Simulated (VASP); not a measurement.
# Os (P6_3/mmc) in VASP: further runs, part 2 of 3

VASP 6.6.1. Earlier steps stand in the parts before.

## (3) Single point, r2SCAN

Input file POSCAR:

```
Os
1.0
    2.7393806551      0.0000000000      0.0000000000
   -1.3696903275      2.3723732379      0.0000000000
    0.0000000000      0.0000000000      4.3138178725
Os
2
Direct
    0.3333333333      0.6666666667      0.2500000000
    0.6666666667      0.3333333333      0.7500000000
```

Input file INCAR.step1:

```
SYSTEM = Os
PREC = Accurate
ENCUT = 520
ISMEAR = 1
SIGMA = 0.1
LREAL = .False.
LASPH = .True.
NELM = 60
NBANDS = 15
GGA = PE
ALGO = Normal
EDIFF = 1E-4
LWAVE = .True.
LCHARG = .False.
```

Input file INCAR.step2:

```
SYSTEM = Os
PREC = Accurate
ENCUT = 520
EDIFF = 1E-7
ISMEAR = 1
SIGMA = 0.1
LREAL = .False.
LASPH = .True.
NELM = 60
ALGO = Normal
ISIF = 2
LWAVE = .False.
LCHARG = .False.
METAGGA = R2SCAN
LMIXTAU = .True.
NBANDS = 15
ISTART = 1
```

Input file KPOINTS:

```
regular mesh
0
Gamma
  13 13 7
  0 0 0
```

Potentials or basis: VASP PAW PBE potentials, release 64 (Os).

Started as:

```
cat potpaw_PBE.64/Os/POTCAR > POTCAR
cp INCAR.step1 INCAR
mpirun -np 1 vasp_std > vasp.out
cp INCAR.step2 INCAR
mpirun -np 1 vasp_std > vasp.out
```

OUTCAR:

```text
SYSTEM = Os
   PREC = Accurate
   ENCUT = 520
   EDIFF = 1E-7
   ISMEAR = 1
   LREAL = .False.
   LASPH = .True.
   NELM = 60
   ISIF = 2
   METAGGA = R2SCAN
   ISTART = 1

 ion  position               nearest neighbor table
   1  0.333  0.667  0.250-   2 2.67   2 2.67   2 2.67   2 2.67   2 2.67   2 2.67
   2  0.667  0.333  0.750-   1 2.67   1 2.67   1 2.67   1 2.67   1 2.67   1 2.67

  LATTYP: Found a hexagonal cell.
 ALAT       =     2.7393806551
 C/A-ratio  =     1.5747420368

  Lattice vectors:

 A1 = (   2.7393806551,   0.0000000000,   0.0000000000)
 A2 = (  -1.3696903275,   2.3723732379,   0.0000000000)
 A3 = (   0.0000000000,   0.0000000000,   4.3138178725)

Analysis of symmetry for initial positions (statically):
=====================================================================
 Subroutine PRICEL returns:
 Original cell was already a primitive cell.

 Routine SETGRP: Setting up the symmetry group for a
 hexagonal supercell.

 Subroutine GETGRP returns: Found 24 space group operations
 (whereof 12 operations were pure point group operations)
 out of a pool of 24 trial point group operations.

The static configuration has the point symmetry D_3d.
 The point group associated with its full space group is D_6h.

Analysis of symmetry for dynamics (positions and initial velocities):
=====================================================================
 Subroutine PRICEL returns:
 Original cell was already a primitive cell.

 Routine SETGRP: Setting up the symmetry group for a
 hexagonal supercell.

 Subroutine GETGRP returns: Found 24 space group operations
 (whereof 12 operations were pure point group operations)
 out of a pool of 24 trial point group operations.

The dynamic configuration has the point symmetry D_3d.
 The point group associated with its full space group is D_6h.

 Subroutine INISYM returns: Found 24 space group operations
 (whereof 12 operations are pure point group operations),
 and found     1 'primitive' translations

----------------------------------------------------------------------------------------

                                     Primitive cell

  volume of cell :      28.0348

  direct lattice vectors                    reciprocal lattice vectors
     2.739380655  0.000000000  0.000000000     0.365046018  0.210759417  0.000000000
    -1.369690328  2.372373238  0.000000000     0.000000000  0.421518834  0.000000000
     0.000000000  0.000000000  4.313817872     0.000000000  0.000000000  0.231813217

  length of vectors
     2.739380655  2.739380655  4.313817872     0.421518834  0.421518834  0.231813217

  position of ions in fractional coordinates (direct lattice)
     0.333333333  0.666666667  0.250000000
     0.666666667  0.333333333  0.750000000

  ion indices of the primitive-cell ions
   primitive index   ion index
                 1           1
                 2           2

----------------------------------------------------------------------------------------

 KPOINTS: regular mesh

Automatic generation of k-mesh.
 Grid dimensions read from file:
 generate k-points for:   13   13    7

 Generating k-lattice:

  Cartesian coordinates                     Fractional coordinates (reciprocal lattice)
     0.028080463  0.016212263  0.000000000     0.076923077 -0.000000000  0.000000000
     0.000000000  0.032424526  0.000000000     0.000000000  0.076923077  0.000000000
     0.000000000  0.000000000  0.033116174     0.000000000  0.000000000  0.142857143

  Length of vectors
     0.032424526  0.032424526  0.033116174

  Shift w.r.t. Gamma in fractional coordinates (k-lattice)
     0.000000000  0.000000000  0.000000000

 Subroutine IBZKPT returns following result:
 ===========================================

 Found     84 irreducible k-points:

 Following reciprocal coordinates:
            Coordinates               Weight
  0.000000  0.000000  0.000000      1.000000
  0.076923 -0.000000  0.000000      6.000000
  0.153846  0.000000  0.000000      6.000000
  0.230769  0.000000  0.000000      6.000000
  0.307692  0.000000  0.000000      6.000000
  0.384615 -0.000000  0.000000      6.000000
[... 16 lines left out ...]
  0.076923 -0.000000  0.142857     12.000000
  0.153846  0.000000  0.142857     12.000000
 [... further k-points ...]
   k-points           NKPTS =     84   k-points in BZ     NKDIM =     84   number of bands    NBANDS=     15
   number of dos      NEDOS =    301   number of ions     NIONS =      2
   total plane-waves  NPLWV =  12800
   dimension x,y,z NGX =    20 NGY =   20 NGZ =   32
   dimension x,y,z NGXF=    40 NGYF=   40 NGZF=   64
   ions per type =               2
   NGX,Y,Z   is equivalent  to a cutoff of  12.14, 12.14, 12.33 a.u.
   NGXF,Y,Z  is equivalent  to a cutoff of  24.27, 24.27, 24.66 a.u.
 SYSTEM =  Os
   PREC   = accura    normal or accurate (medium, high low for compatibility)
   ISTART =      1    job   : 0-new  1-cont  2-samecut
   ICHARG =      0    charge: 1-file 2-atom 10-const
   ISPIN  =      1    spin polarized calculation?
   LNONCOLLINEAR =      F non collinear calculations
   LSORBIT =      F    spin-orbit coupling
   LASPH  =      T    aspherical Exc in radial PAW
   ENCUT  =  520.0 eV  38.22 Ry    6.18 a.u.   5.09  5.09  8.02*2*pi/ulx,y,z
   NELM   =     60;   NELMIN=  2; NELMDL=  0     # of ELM steps
   EDIFF  = 0.1E-06   stopping-criterion for ELM
   LREAL  =      F    real-space projection
   EDIFFG = 0.1E-05   stopping-criterion for IOM
   NSW    =      0    number of steps for IOM
   IBRION =     -1    ionic relax: 0-MD 1-quasi-New 2-CG
   NFREE  =      0    steps in history (QN), initial steepest desc. (CG)
   ISIF   =      2    stress and relaxation
   ISYM   =      2    0-nonsym 1-usesym 2-fastsym
   POTIM  = 0.5000    time-step for ionic-motion
   TEBEG  =    0.0;   TEEND  =   0.0 temperature during run
   PSTRESS=    0.0 pullay stress
   NELECT =      16.0000    total number of electrons
   NUPDOWN=      -1.0000    fix difference up-down
   EMIN   =  10.00;   EMAX   =-10.00  energy-range for DOS
   EFERMI =   0.00;   METHOD = LEGACY
   ISMEAR =     1;   SIGMA  =   0.10  broadening in eV -4-tet -1-fermi 0-gaus
   EFERMI_NEDOS =   21; number of points for ismear=-14 and -15
   IALGO  =     38    algorithm
   IMIX   =      4    mixing-type and parameters
     AMIX     =   0.40;   BMIX     =  1.00
     AMIX_MAG =   1.60;   BMIX_MAG =  1.00
  volume/ion in A,a.u.               =      14.02        94.59
  Fermi-wavevector in a.u.,A,eV,Ry     =   1.357946  2.566145 25.089370  1.844017
  Thomas-Fermi vector in A             =   2.484821
   LORBIT       =      0    0 simple, 1 ext, 2 COOP (PROOUT), +10 PAW based schemes
   METAGGA = R2SCAN    functional components
   LHFCALC =     F    Hartree Fock is set to
   AEXX    =    0.0000 exact exchange contribution
   IVDW    =     0    specifies the selected vdW correction
   LEPSILON=     F    determine dielectric tensor
   LRPA    =     F    only Hartree local field effects (RPA)
 non-spin polarized calculation
 Methfessel and Paxton  Order N= 1 SIGMA  =   0.10
  energy-cutoff  :      520.00
  volume of cell :       28.03
 maximum number of plane-waves:       769
   NGX = 11   NGY = 11   NGZ = 17

 number of electron      15.9999999 magnetization

 Free energy of the ion-electron system (eV)
  ---------------------------------------------------
  ext. energy  EPLUGINS =         0.00000000
  ---------------------------------------------------
  free energy    TOTEN  =      -106.00871019 eV

  energy without entropy =     -106.00832178  energy(sigma->0) =     -106.00858072

 E-fermi :   9.2982     XC(G=0): -15.3747

 val. band max:        9.2858830580   @ k =   0.3077   0.3077   0.2857
 cond. band min:       9.3906493436   @ k =   0.4615   0.0769   0.4286
 fundamental gap:      0.1047662856
 Fermi energy:         9.2981632928

 k-point     1 :       0.0000    0.0000    0.0000
  band No.  band energies     occupation
      1      -2.1831      2.00000
      2       1.1192      2.00000
      3       6.0636      2.00000
      4       6.0636      2.00000
      5       6.3773      2.00000
      6       6.9383      2.00000
      7       6.9383      2.00000
      8       7.5686      2.00000
      9       7.5686      2.00000
     10       9.2811      1.28490
     11      10.9793     -0.00000
     12      10.9793     -0.00000
     13      18.8204      0.00000
     14      23.9961      0.00000
[... 401 lines left out ...]
      2       1.9668      2.00000
      3       5.0220      2.00000
      4       5.5493      2.00000
      5       6.2507      2.00000
      6       6.4911      2.00000
      7       7.2389      2.00000
      8       7.4151      2.00000
      9       7.7987      2.00000
     10       8.1353      2.00000
     11      11.3167      0.00000
     12      13.5364      0.00000
     13      19.9875      0.00000
     14      25.2486      0.00000
     15      27.4446      0.00000

 [... further k-points ...]
[... 5 lines left out ...]
  --------------------------------------------------------------------------------------
  -------------------------------------------------------------------------------------
  Total        0.1413015      0.1413015      0.1289964      0.0000000     -0.0000000      0.0000000
  in kB        8.0753247      8.0753247      7.3720982      0.0000000     -0.0000000      0.0000000
  external PRESSURE =       7.8409159 kB  Pullay stress =       0.0000000 kB

 VOLUME and BASIS-vectors are now :
 -----------------------------------------------------------------------------
  energy-cutoff  :      520.00
  volume of cell :       28.03
      direct lattice vectors                 reciprocal lattice vectors
     2.739380655  0.000000000  0.000000000     0.365046018  0.210759417  0.000000000
    -1.369690328  2.372373238  0.000000000     0.000000000  0.421518834  0.000000000
     0.000000000  0.000000000  4.313817872     0.000000000  0.000000000  0.231813217

 POSITION                                       TOTAL-FORCE (eV/Angst)
 -----------------------------------------------------------------------------------
     -0.00000      1.58158      1.07845         0.000000      0.000000      0.000000
      1.36969      0.79079      3.23536        -0.000000     -0.000000      0.000000
 -----------------------------------------------------------------------------------
    total drift:                                0.000000     -0.000000     -0.000000

  FREE ENERGIE OF THE ION-ELECTRON SYSTEM (eV)
  ---------------------------------------------------
  free  energy   TOTEN  =      -106.0087101862 eV

  energy  without entropy=     -106.0083217826  energy(sigma->0) =     -106.00858072
```

OUTCAR.step1:

```text
SYSTEM = Os
   PREC = Accurate
   ENCUT = 520
   ISMEAR = 1
   LREAL = .False.
   LASPH = .True.
[... 656 lines left out ...]
     -0.00000      1.58158      1.07845         0.000000     -0.000000      0.000000
      1.36969      0.79079      3.23536        -0.000000      0.000000      0.000000
 -----------------------------------------------------------------------------------
    total drift:                                0.000000     -0.000000     -0.000000

  FREE ENERGIE OF THE ION-ELECTRON SYSTEM (eV)
  ---------------------------------------------------
  free  energy   TOTEN  =       -22.4884941687 eV

  energy  without entropy=      -22.4883405987  energy(sigma->0) =      -22.48844298
```

Wall time 94 s (1 thread of AMD EPYC 9R14 (Zen 4), shared host); peak memory 0.13 GiB.

What came out:

```
Free energy            : -106.0087 eV
Pressure               : 0.8 GPa
Band gap on the k mesh : zero (band 8 reaches 11.36 eV, above the bottom of band 9 at 7.40 eV)
```

Caveat: the PAW data sets were made with another functional, which shifts forces and pressure a little; spin-orbit coupling is left out, which moves the levels of the heavy elements.

## (4) Single point, r2SCAN

POSCAR is that of step 3.

Input file INCAR.step1:

```
PREC     = Accurate       # precision mode
ENCUT    = 520            # plane-wave cutoff, eV
ISMEAR   = 1              # smearing method
SIGMA    = 0.2            # smearing width, eV
LREAL    = False          # projectors in reciprocal space
LASPH    = True           # aspherical terms in the spheres
NELM     = 60             # most SCF steps
NBANDS   = 15             # bands
GGA      = PE             # functional
ALGO     = Normal         # electronic algorithm
EDIFF    = 1E-4           # SCF threshold, eV
LWAVE    = True           # write WAVECAR
LCHARG   = False          # write CHGCAR
```

Input file INCAR.step2:

```
PREC     = Accurate       # precision mode
ENCUT    = 520            # plane-wave cutoff, eV
EDIFF    = 1E-6           # SCF threshold, eV
ISMEAR   = 1              # smearing method
SIGMA    = 0.2            # smearing width, eV
LREAL    = False          # projectors in reciprocal space
LASPH    = True           # aspherical terms in the spheres
NELM     = 60             # most SCF steps
ALGO     = Normal         # electronic algorithm
ISIF     = 2              # what is computed and relaxed
LWAVE    = False          # write WAVECAR
LCHARG   = True           # write CHGCAR
METAGGA  = R2SCAN         # meta-GGA
LMIXTAU  = True         
LELF     = True           # ELF
LVHAR    = True         
NBANDS   = 15             # bands
ISTART   = 1
```

Input file KPOINTS:

```
Automatic mesh
0
Gamma
  13 13 7
```

Started as:

```
cat potpaw_PBE.64/Os/POTCAR > POTCAR
cp INCAR.step1 INCAR
mpirun -np 1 vasp_std > vasp.out
cp INCAR.step2 INCAR
mpirun -np 1 vasp_std > vasp.out
```

Run time: 67 s. Hardware: 1 thread of Intel Xeon 6975P-C, shared host; peak memory 0.16 GiB.

Results (log left out):

```yaml
Free_energy: -106.0081 eV
Pressure: 0.8 GPa
Band_gap_on_the_k_mesh: zero (band 8 reaches 11.36 eV, above the bottom of band 9 at 7.39 eV)
```

Levels at points of the mesh, in eV from the Fermi level:
```
           k point  band 6  band 7  band 8  band 9  band 10  band 11
(0.00, 0.00, 0.00)   -2.39   -2.39   -1.76   -1.76    -0.05     1.65
```

Caveat: the PAW data sets were made with another functional, which shifts forces and pressure a little; spin-orbit coupling is left out, which moves the levels of the heavy elements.

(Part 2 of 3 ends here.)
